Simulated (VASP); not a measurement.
## KNa3Cl4: single point with PBEsol

Crystal: KNa3Cl4.

```
Cl Na K
1.0
     0.00000    5.72229    5.72229
     5.72229    0.00000    5.72229
     5.72229    5.72229    0.00000
Cl Na K
8 6 2
Direct
  0.75268 0.24909 0.24818
  0.24944 0.75689 0.74606
  0.25003 0.75099 0.25144
  0.74551 0.25130 0.75030
  0.25141 0.24994 0.74811
  0.74910 0.74948 0.24648
  0.25346 0.24737 0.24646
  0.75384 0.75099 0.74819
  0.00231 0.00113 0.99715
  0.49284 0.50245 0.50327
  0.50781 0.49985 0.99616
  0.00413 0.49620 0.00107
  0.49635 0.00091 0.00064
  0.99726 0.49621 0.50421
  0.00128 0.00242 0.49908
  0.49878 0.99870 0.49588
```

```json
{"Program": "VASP 6.6.1", "Task": "single point", "Functional": "PBEsol", "Potentials or basis": "VASP PAW PBE potentials, release 64 (Cl, Na_pv, K_sv)", "Cutoff": "520 eV", "k mesh": "2 × 2 × 2, shifted", "Occupations": "methfessel-paxton, width 0.05 eV", "Spin": "no spin polarisation", "Dipole correction": "no", "Further INCAR settings": "LREAL = Auto; ALGO = Normal; EDIFF = 1e-06; NBANDS = 72"}
```

* Pressure: 1.3 GPa
* Largest force: 0.885 eV/Å
* Band gap on the k mesh: 5.49 eV

Forces on the atoms (eV/Å):
```
Cl   0.009 -0.507  0.439
Cl  -0.007  0.608 -0.643
Cl  -0.551 -0.031 -0.039
Cl   0.484  0.017  0.037
Cl   0.462 -0.016 -0.020
Cl  -0.496  0.058  0.010
Cl   0.068 -0.559  0.554
Cl  -0.015  0.403 -0.536
Na   0.021  0.011 -0.049
Na  -0.059  0.011  0.046
Na   0.051 -0.021 -0.032
Na   0.031 -0.050  0.013
Na  -0.055  0.027  0.014
Na  -0.004 -0.042  0.062
K    0.019 -0.081 -0.052
K    0.041  0.172  0.197
```

Stress tensor (GPa, compression positive):
```
 1.22  0.01 -0.02
 0.01  1.29  0.03
-0.02  0.03  1.35
```

Levels at points of the mesh, in eV from the valence-band top:
```csv
k point,band 56,band 57,band 58,band 59,band 60,band 61
"(0.25, 0.25, 0.25)",-0.25,-0.01,0.00,5.49,7.06,7.43
```

Wall time 7 min on 1 thread of Intel(R) Xeon(R) 6975P-C (Granite Rapids), with other jobs on the host, peak memory 0.62 GiB.

Caveat: the PAW data sets were made with another functional, which shifts forces and pressure a little; a shifted mesh leaves out Γ, where band edges can lie. A k mesh can miss the band edges.
